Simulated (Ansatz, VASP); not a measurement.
## Two plane-wave programs on BP

```
B P
1.0
     0.00000    2.26832    2.26832
     2.26832    0.00000    2.26832
     2.26832    2.26832    0.00000
B P
1 1
Direct
  0.00000 0.00000 0.00000
  0.25000 0.25000 0.25000
```

Alike in both runs: task single point; functional r2SCAN; k mesh 8 × 8 × 8; no spin polarisation.

```csv
,VASP,Ansatz
version,VASP 6.6.1,Ansatz 0.2.0
potentials or method,"VASP PAW PBE potentials, release 64 (B, P)","plane waves, PAW"
plane-wave cutoff (eV),520,500
occupations,"gaussian, width 0.01 eV",fixed
valence electrons in the cell,8,8
```

VASP gave:

```
gap on the k mesh at the Fermi level (eV) : 1.48
pressure (GPa)                            : -0.5
```

Q: Which values does Ansatz return?

A: gap on the k mesh at the Fermi level (eV): 1.45; pressure (GPa): 0.0.

VASP's potentials were made for PBE, not for r2SCAN.
